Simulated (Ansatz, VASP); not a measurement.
# ZnS in VASP and in Ansatz

INCAR

```
SYSTEM = ZnS
ALGO = Normal ; EDIFF = 1E-7
ENCUT = 520 ; GGA = PE
ISIF = 2 ; ISMEAR = -1
LASPH = .TRUE. ; LCHARG = .TRUE.
LELF = .TRUE. ; LREAL = .FALSE.
LVHAR = .TRUE. ; LWAVE = .FALSE.
NBANDS = 16 ; NELM = 100
PREC = Accurate ; SIGMA = 0.02
```

KPOINTS

```
k-points
0
G
  8 8 8
  0 0 0
```

POSCAR

```
ZnS
1.0
    0.0000000000      2.6940955531      2.6940955531
    2.6940955531      0.0000000000      2.6940955531
    2.6940955531      2.6940955531      0.0000000000
Zn S
1 1
Direct
    0.2500000000      0.2500000000      0.2500000000
    0.0000000000      0.0000000000      0.0000000000
```

Input for Ansatz:

```yaml
crystal:
  lattice:
    - [0.0, 2.6940955531, 2.6940955531]
    - [2.6940955531, 0.0, 2.6940955531]
    - [2.6940955531, 2.6940955531, 0.0]
  atoms:
    - { symbol: Zn, position: [0.25, 0.25, 0.25] }
    - { symbol: S, position: [0.0, 0.0, 0.0] }
kpoints:
  mp_grid: { grid: [8, 8, 8] }
  band_path:
    path:
      - [0.0, 0.0, 0.0]
      - [-0.5, -0.5, 0.0]
      - [-0.375, -0.375, 0.25]
      - [-0.375, 0.0, 0.375]
      - [0.0, 0.0, 0.5]
      - [-0.5, -0.25, 0.25]
    npoints: 1
hamiltonian:
  xc: pbe
scf:
  occupations: { method: fermi_dirac, width: 0.02 }
  n_extra_bands: 4
output:
  forces: true
  stress: true
  eigenvalues: true
  write_density: true
  write_potential: true
  elf: true
  volumetric_format: npy
```

Alike in both runs: task single point; functional PBE; k mesh 8 × 8 × 8; occupations fermi-dirac, width 0.02 eV; no spin polarisation.

```csv
,VASP,Ansatz
version,VASP 6.6.1,Ansatz 0.2.0
potentials or method,"VASP PAW PBE potentials, release 64 (Zn, S)","plane waves, PAW"
plane-wave cutoff (eV),520,420
valence electrons in the cell,18,18
```

VASP gave:

- gap on the k mesh at the Fermi level (eV): 2.15
- pressure (GPa): 2.5

Q: Estimate Ansatz's values.

A: gap on the k mesh at the Fermi level (eV): 2.15; pressure (GPa): 2.3.
